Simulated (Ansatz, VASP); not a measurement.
MgS: VASP beside Ansatz

```
Mg S
1.0
     0.00031    2.85661    2.83253
     2.85720    2.85769   -0.00081
    -2.85990    5.71881   -2.83903
Mg S
2 2
Cartesian
  -2.8584 5.7224 -2.8397
  -0.0044 5.7144 -0.0038
  -1.4279 7.1485 -1.4215
  1.4266 7.1415 1.4132
```

Change from the starting cell: cell x2, atoms moved at random (sigma 0.05 Å) and cell strained at random (1.5 %), then relaxed without symmetry.

Alike in both runs: functional PBE; k mesh 6 × 6 × 6; occupations gaussian, width 0.1 eV; no spin polarisation.

Ansatz relaxed the structure, and its values are those at the end. VASP's run is a single point on that final structure, the one shown.

|  | VASP | Ansatz |
| --- | --- | --- |
| version | VASP 6.6.1 | Ansatz 0.2.0 |
| potentials or method | VASP PAW PBE potentials, release 64 (Mg, S), cutoff 520 eV | scalar-relativistic, plane waves, PAW |
| valence electrons in the cell | 16 | 32 |

Ansatz gave:

| Quantity | Value |
| --- | --- |
| gap on the k mesh at the Fermi level (eV) | 3.35 |
| least direct gap on the mesh (eV) | 3.35 |
| pressure (GPa) | -0.1 |
| rms of the force components (eV/Å) | 0.004 |

**Question.** Which values does VASP return?

**Answer.** gap on the k mesh at the Fermi level (eV): 3.34; least direct gap on the mesh (eV): 3.34; pressure (GPa): -0.2; rms of the force components (eV/Å): 0.004.

VASP's potentials hold 16 valence electrons a cell and Ansatz's 32, so a difference there can come from the potentials and not from the codes.
